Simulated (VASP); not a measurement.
Set up this calculation in VASP 6.6.1, as the native input.

| Quantity | Value |
| --- | --- |
| Task | single point |
| Functional | PBE |
| Potentials or basis | VASP PAW PBE potentials, release 64 (Li_sv, S) |
| Cutoff | 520 eV |
| k mesh | 12 × 12 × 2 |
| Occupations | gaussian, width 0.1 eV |
| Spin | no spin polarisation |
| Dipole correction | no |
| Further INCAR settings | ALGO = Normal; EDIFF = 1e-06; NBANDS = 24 |

The structure of LiS2 lies in POSCAR:

```
LiS2
1.0
    2.7443126234      0.0000000000      0.0000000000
   -1.3721563117      2.3766444478      0.0000000000
    0.0000000000      0.0000000000     16.5187419825
Li S
2 4
Direct
    0.3333333333      0.6666666667      0.2500000000
    0.6666666667      0.3333333333      0.7500000000
    0.3333333333      0.6666666667      0.6312516013
    0.6666666667      0.3333333333      0.1312516013
    0.3333333333      0.6666666667      0.8687483987
    0.6666666667      0.3333333333      0.3687483987
```

One way to write it, as run:

INCAR

```
SYSTEM = LiS2
PREC     = Accurate       ! precision mode
ENCUT    = 520            ! plane-wave cutoff, eV
EDIFF    = 1E-6           ! SCF threshold, eV
ISMEAR   = 0              ! smearing method
SIGMA    = 0.1            ! smearing width, eV
LREAL    = .FALSE.        ! projectors in reciprocal space
LASPH    = .TRUE.         ! aspherical terms in the spheres
NELM     = 100            ! most SCF steps
ALGO     = Normal         ! electronic algorithm
ISIF     = 2              ! what is computed and relaxed
LWAVE    = .FALSE.        ! write WAVECAR
LCHARG   = .TRUE.         ! write CHGCAR
GGA      = PE             ! functional
LELF     = .TRUE.         ! ELF
LVHAR    = .TRUE.       
NBANDS   = 24             ! bands
```

KPOINTS

```
Automatic mesh
0
G
  12 12 2
  0 0 0
```

Potentials or basis: VASP PAW PBE potentials, release 64 (Li_sv, S).

Launch:

```bash
$ cat potpaw_PBE.64/Li_sv/POTCAR potpaw_PBE.64/S/POTCAR > POTCAR
$ mpirun -np 1 vasp_std > vasp.out
```

Results of the run:

The largest force is 0.003 eV/Å and the band gap on the k mesh is zero (bands 15 and 16 overlap by 5.52 eV).

It took 43 s on 1 thread of Intel(R) Xeon(R) 6975P-C (Granite Rapids), with other jobs on the host, peak memory 0.24 GiB.
